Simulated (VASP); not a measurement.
# Pb (P6_3/mmc) in VASP: a series of runs

Pb is run at these levels: r2SCAN50, PBEsol; tasks: single point.

Everything below comes from runs of VASP 6.6.1. Logs are shortened: lines on timing, memory, paths and dates and some standing lists are left out, and cuts for length are marked.

**1. The cell of the first run**

Symmetry: P6_3/mmc, No. 194, hexagonal system. The conventional cell has a = 3.480 Å, b = 3.480 Å, c = 5.590 Å, α = 90.00°, β = 90.00°, γ = 120.00°. Pb (site symmetry -6m2) has 12 Pb at 3.44 to 3.48 Å within 4.5 Å.

**2. Single point, r2SCAN50**

Input file POSCAR:

```
Pb
1.0
    3.4800000000      0.0000000000      0.0000000000
   -1.7400000000      3.0137684052      0.0000000000
    0.0000000000      0.0000000000      5.5900000000
Pb
2
Direct
    0.6666666667      0.3333333333      0.7500000000
    0.3333333333      0.6666666667      0.2500000000
```

Input file INCAR.step1:

```
ALGO     = Normal         # electronic algorithm
EDIFF    = 1E-5           # SCF threshold, eV
ENCUT    = 520            # plane-wave cutoff, eV
GGA      = PE             # functional
ISIF     = 2              # what is computed and relaxed
ISMEAR   = -1             # smearing method
LASPH    = True           # aspherical terms in the spheres
LCHARG   = False          # write CHGCAR
LREAL    = False          # projectors in reciprocal space
LWAVE    = True           # write WAVECAR
NBANDS   = 21             # bands
NELM     = 100            # most SCF steps
PREC     = Accurate       # precision mode
SIGMA    = 0.05           # smearing width, eV
```

Input file INCAR.step2:

```
AEXX     = 0.5            # exact-exchange fraction
ALGO     = Normal         # electronic algorithm
EDIFF    = 1E-6           # SCF threshold, eV
ENCUT    = 520            # plane-wave cutoff, eV
ISIF     = 2              # what is computed and relaxed
ISMEAR   = -1             # smearing method
ISTART   = 1            
LASPH    = True           # aspherical terms in the spheres
LCHARG   = False          # write CHGCAR
LHFCALC  = True           # exact exchange
LMIXTAU  = True         
LREAL    = False          # projectors in reciprocal space
LWAVE    = False          # write WAVECAR
METAGGA  = R2SCAN         # meta-GGA
NBANDS   = 21             # bands
NELM     = 100            # most SCF steps
PREC     = Accurate       # precision mode
PRECFOCK = Normal       
SIGMA    = 0.05           # smearing width, eV
```

Input file KPOINTS:

```
k-points
0
Gamma
  5 5 3
```

Potentials or basis: VASP PAW PBE potentials, release 64 (Pb_d).

Started as:

```bash
$ cat potpaw_PBE.64/Pb_d/POTCAR > POTCAR
$ cp INCAR.step1 INCAR
$ mpirun -np 1 vasp_std > vasp.out
$ cp INCAR.step2 INCAR
$ mpirun -np 1 vasp_std > vasp.out
```

OUTCAR:

```text
AEXX = 0.5
   EDIFF = 1E-6
   ENCUT = 520
   ISIF = 2
   ISMEAR = -1
   ISTART = 1
   LASPH = True
   LHFCALC = True
   LREAL = False
   METAGGA = R2SCAN
   NELM = 100
   PREC = Accurate
   PRECFOCK = Normal

 ion  position               nearest neighbor table
   1  0.667  0.333  0.750-   2 3.44   2 3.44   2 3.44   2 3.44   2 3.44   2 3.44
   2  0.333  0.667  0.250-   1 3.44   1 3.44   1 3.44   1 3.44   1 3.44   1 3.44

  LATTYP: Found a hexagonal cell.
 ALAT       =     3.4800000000
 C/A-ratio  =     1.6063218391

  Lattice vectors:

 A1 = (   3.4800000000,   0.0000000000,   0.0000000000)
 A2 = (  -1.7400000000,   3.0137684052,   0.0000000000)
 A3 = (   0.0000000000,   0.0000000000,   5.5900000000)

Analysis of symmetry for initial positions (statically):
=====================================================================
 Subroutine PRICEL returns:
 Original cell was already a primitive cell.

 Routine SETGRP: Setting up the symmetry group for a
 hexagonal supercell.

 Subroutine GETGRP returns: Found 24 space group operations
 (whereof 12 operations were pure point group operations)
 out of a pool of 24 trial point group operations.

The static configuration has the point symmetry D_3d.
 The point group associated with its full space group is D_6h.

Analysis of symmetry for dynamics (positions and initial velocities):
=====================================================================
 Subroutine PRICEL returns:
 Original cell was already a primitive cell.

 Routine SETGRP: Setting up the symmetry group for a
 hexagonal supercell.

 Subroutine GETGRP returns: Found 24 space group operations
 (whereof 12 operations were pure point group operations)
 out of a pool of 24 trial point group operations.

The dynamic configuration has the point symmetry D_3d.
 The point group associated with its full space group is D_6h.

 Subroutine INISYM returns: Found 24 space group operations
 (whereof 12 operations are pure point group operations),
 and found     1 'primitive' translations

----------------------------------------------------------------------------------------

                                     Primitive cell
[... 75 lines left out ...]
   NELM   =    100;   NELMIN=  2; NELMDL=  0     # of ELM steps
   EDIFF  = 0.1E-05   stopping-criterion for ELM
   LREAL  =      F    real-space projection
   EDIFFG = 0.1E-04   stopping-criterion for IOM
   NSW    =      0    number of steps for IOM
   IBRION =     -1    ionic relax: 0-MD 1-quasi-New 2-CG
   NFREE  =      0    steps in history (QN), initial steepest desc. (CG)
   ISIF   =      2    stress and relaxation
   ISYM   =      3    0-nonsym 1-usesym 2-fastsym
   POTIM  = 0.5000    time-step for ionic-motion
   TEBEG  =    0.0;   TEEND  =   0.0 temperature during run
   PSTRESS=    0.0 pullay stress
   NELECT =      28.0000    total number of electrons
   NUPDOWN=      -1.0000    fix difference up-down
   EMIN   =  10.00;   EMAX   =-10.00  energy-range for DOS
   EFERMI =   0.00;   METHOD = LEGACY
   ISMEAR =    -1;   SIGMA  =   0.05  broadening in eV -4-tet -1-fermi 0-gaus
   EFERMI_NEDOS =   21; number of points for ismear=-14 and -15
   IALGO  =     38    algorithm
   IMIX   =      1    mixing-type and parameters
     AMIX     =   0.40;   BMIX     =  1.00
     AMIX_MAG =   1.60;   BMIX_MAG =  1.00
  volume/ion in A,a.u.               =      29.31       197.82
  Fermi-wavevector in a.u.,A,eV,Ry     =   1.279658  2.418203 22.279870  1.637524
  Thomas-Fermi vector in A             =   2.412131
   LORBIT       =      0    0 simple, 1 ext, 2 COOP (PROOUT), +10 PAW based schemes
   METAGGA = R2SCAN    functional components
   LHFCALC =     T    Hartree Fock is set to
   PRECFOCK=normal    Normal, Fast or Accurate (Low or Medium for compatibility)
   ENCUT4O =  -1.0   cutoff for four orbital integrals eV
   NKREDX  =     1    reduce k-point grid by
   NKREDY  =     1    reduce k-point grid by
   NKREDZ  =     1    reduce k-point grid by
   AEXX    =    0.5000 exact exchange contribution
   HFSCREEN=    0.0000 screening length (either q_TF or 0.3 A-1)
   HFSCREENC=   0.0000 screening length for correlation (either q_TF or 0.3 A-1)
   ENCUTFOCK=  -1.0 apply spherical cutoff to Coloumb kernel
   IVDW    =     0    specifies the selected vdW correction
   LEPSILON=     F    determine dielectric tensor
   LRPA    =     F    only Hartree local field effects (RPA)
 non-spin polarized calculation
  energy-cutoff  :      520.00
  volume of cell :       58.63
 maximum number of plane-waves:      1593
 NGX is ok and might be reduce to    28
  NGX = 20; NGY = 20; NGZ = 32

 number of electron      28.0000005 magnetization

 Free energy of the ion-electron system (eV)
  ---------------------------------------------------
  ext. energy  EPLUGINS =         0.00000000
  ---------------------------------------------------
  free energy    TOTEN  =       -65.40363904 eV

  energy without entropy =      -65.39809281  energy(sigma->0) =      -65.40086593

 E-fermi :   7.0645     XC(G=0):  -6.2661

 val. band max:        6.1427641397   @ k =   0.2000   0.2000   0.3333
 cond. band min:       7.0644551237   @ k =   0.4000  -0.0000   0.0000
 fundamental gap:      0.9216909840
 Fermi energy:         7.0644530267

 k-point     1 :       0.0000    0.0000    0.0000
  band No.  band energies     occupation
      1     -14.5842      2.00000
      2     -14.5181      2.00000
      3     -14.4880      2.00000
      4     -14.4879      2.00000
      5     -14.4597      2.00000
      6     -14.4597      2.00000
[... 229 lines left out ...]
     20      20.0324      0.00000
     21      20.3056      0.00000

------------------------ aborting loop because EDIFF is reached ----------------------------------------

  FORCE on cell =-STRESS in cart. coord.  units (eV):
  Direction    XX          YY          ZZ          XY          YZ          ZX
  --------------------------------------------------------------------------------------
  -------------------------------------------------------------------------------------
  Total        0.6669443      0.6669443      0.6288609      0.0000000      0.0000000      0.0000000
  in kB       18.2263310     18.2263310     17.1855813      0.0000000      0.0000000      0.0000000
  external PRESSURE =      17.8794144 kB  Pullay stress =       0.0000000 kB

 VOLUME and BASIS-vectors are now :
 -----------------------------------------------------------------------------
  energy-cutoff  :      520.00
  volume of cell :       58.63
      direct lattice vectors                 reciprocal lattice vectors
     3.480000000  0.000000000  0.000000000     0.287356322  0.165905250  0.000000000
    -1.740000000  3.013768405  0.000000000     0.000000000  0.331810500  0.000000000
     0.000000000  0.000000000  5.590000000     0.000000000  0.000000000  0.178890877

 POSITION                                       TOTAL-FORCE (eV/Angst)
 -----------------------------------------------------------------------------------
      1.74000      1.00459      4.19250         0.000000      0.000000      0.000000
     -0.00000      2.00918      1.39750        -0.000000      0.000000     -0.000000
 -----------------------------------------------------------------------------------
    total drift:                                0.000000      0.000000      0.000000

  FREE ENERGIE OF THE ION-ELECTRON SYSTEM (eV)
  ---------------------------------------------------
  free  energy   TOTEN  =       -65.4036390441 eV

  energy  without entropy=      -65.3980928142  energy(sigma->0) =      -65.40086593
```

OUTCAR.step1:

```text
EDIFF = 1E-5
   ENCUT = 520
   GGA = PE
   ISIF = 2
   ISMEAR = -1
[... 447 lines left out ...]
 -----------------------------------------------------------------------------------
      1.74000      1.00459      4.19250         0.000000      0.000000      0.000000
     -0.00000      2.00918      1.39750        -0.000000      0.000000      0.000000
 -----------------------------------------------------------------------------------
    total drift:                               -0.000000      0.000000      0.000000

  FREE ENERGIE OF THE ION-ELECTRON SYSTEM (eV)
  ---------------------------------------------------
  free  energy   TOTEN  =        -7.0562918536 eV

  energy  without entropy=       -7.0452288129  energy(sigma->0) =       -7.05076033
```

Run time: 25 min. Hardware: 1 thread of Intel Xeon 6975P-C, shared host; peak memory 0.2 GiB.

Results:

```
Free energy            : -65.4036 eV
Pressure               : 1.8 GPa
Band gap on the k mesh : zero (band 14 reaches 15.13 eV, above the bottom of band 15 at 6.02 eV)
```

Caveat: the k points lie up to 0.42 Å⁻¹ apart; the PAW data sets were made with another functional, which shifts forces and pressure a little; spin-orbit coupling is left out, which moves the levels of the heavy elements.

**3. Single point, PBEsol**

This run uses another cell than the first one, of 28.14 Å³/atom, 0.960 times its volume.

Input file INCAR:

```
ALGO = Normal
EDIFF = 1E-6
ENCUT = 520
GGA = PS
ISIF = 2
ISMEAR = -1
LASPH = T
LCHARG = F
LREAL = F
LWAVE = F
NBANDS = 21
NELM = 80
PREC = Accurate
SIGMA = 0.05
```

Input file KPOINTS:

```
k-points
0
Gamma
  7 7 4
```

Changes to POSCAR since step 2:

```diff
@@ -4,3 +4,3 @@
    -1.7400000000      3.0137684052      0.0000000000
-    0.0000000000      0.0000000000      5.5900000000
+    0.0000000000      0.0000000000      5.3664000000
 Pb
```

Potentials or basis: VASP PAW PBE potentials, release 64 (Pb_d).

Started as:

```bash
$ cat potpaw_PBE.64/Pb_d/POTCAR > POTCAR
$ mpirun -np 1 vasp_std > vasp.out
```

It took 34 s on 1 thread of Intel Xeon 8259CL, shared host; peak memory 0.18 GiB.

The run converged. Its results:

| Item | Value |
| --- | --- |
| Free energy | -7.9375 eV |
| Pressure | 3.1 GPa |
| Band gap on the k mesh | zero (band 14 reaches 13.55 eV, above the bottom of band 15 at 6.88 eV) |

Stress tensor (GPa, compression positive):
```
2.34 0.00 0.00
0.00 2.34 0.00
0.00 0.00 4.64
```

Levels at points of the mesh, in eV from the Fermi level:
```tsv
k point	band 12	band 13	band 14	band 15	band 16	band 17
(0.00, 0.00, 0.00)	-7.82	-4.59	5.14	5.14	7.28	7.28
(0.00, 0.00, 0.50)	-11.04	1.47	1.47	6.17	6.17	6.17
```

Caveat: the PAW data sets were made with another functional, which shifts forces and pressure a little; spin-orbit coupling is left out, which moves the levels of the heavy elements.

**4. Single point, PBEsol**

This run uses another cell than the first one, of 28.73 Å³/atom, 0.980 times its volume.

Input file INCAR:

```
ALGO = Normal ; EDIFF = 1E-6
ENCUT = 520 ; GGA = PS
ISIF = 2 ; ISMEAR = -1
LASPH = T ; LCHARG = F
LREAL = F ; LWAVE = F
NBANDS = 21 ; NELM = 100
PREC = Accurate ; SIGMA = 0.05
```

KPOINTS is that of step 3.

Changes to POSCAR since step 3:

```diff
@@ -4,3 +4,3 @@
    -1.7400000000      3.0137684052      0.0000000000
-    0.0000000000      0.0000000000      5.3664000000
+    0.0000000000      0.0000000000      5.4782000000
 Pb
```

Started as:

```bash
$ cat potpaw_PBE.64/Pb_d/POTCAR > POTCAR
$ mpirun -np 1 vasp_std > vasp.out
```

Run time: 48 s. Hardware: 1 thread of Intel Xeon 8259CL, shared host; peak memory 0.18 GiB.

It converged, with:

```yaml
Free_energy: -7.9637 eV
Pressure: 1.8 GPa
Band_gap_on_the_k_mesh: zero (band 14 reaches 13.26 eV, above the bottom of band 15 at 6.68 eV)
```

Stress tensor (GPa, compression positive):
```
1.53 0.00 0.00
0.00 1.53 0.00
0.00 0.00 2.27
```

Levels at points of the mesh, in eV from the Fermi level:
```
           k point  band 10  band 11  band 12  band 13  band 14  band 15  band 16  band 17  band 18  band 19
(0.00, 0.00, 0.00)   -16.86   -12.29    -7.98    -4.52     5.30     5.30     7.32     7.32     8.50     8.56
(0.00, 0.00, 0.50)   -16.93   -10.93   -10.93     1.16     1.16     6.27     6.27     6.27     6.27     8.96
```

Caveat: the PAW data sets were made with another functional, which shifts forces and pressure a little; spin-orbit coupling is left out, which moves the levels of the heavy elements.

**5. The runs side by side**

| level | cell | k mesh | grid for exact exchange (PRECFOCK) | gap on the mesh (eV) | pressure (GPa) |
| --- | --- | --- | --- | --- | --- |
| r2SCAN50 | a = 3.480, b = 3.480, c = 5.590 Å, angles 90.0, 90.0, 120.0°, 2 atoms | 5 × 5 × 3 | Normal | none | 1.8 |
| PBEsol | a = 3.480, b = 3.480, c = 5.366 Å, angles 90.0, 90.0, 120.0°, 2 atoms | 7 × 7 × 4 | - | none | 3.1 |
| PBEsol | a = 3.480, b = 3.480, c = 5.478 Å, angles 90.0, 90.0, 120.0°, 2 atoms | 7 × 7 × 4 | - | none | 1.8 |

Alike in all rows: task single point; potentials or basis VASP PAW PBE potentials, release 64 (Pb_d); no spin polarisation; cutoff (eV) 520; smearing fermi-dirac 0.05 eV.

Caveats: some runs use coarse meshes; the PAW data sets were made with another functional, which shifts forces and pressure a little; spin-orbit coupling is left out, which moves the levels of the heavy elements.

Absolute energies hang on the potentials; compare differences alone.
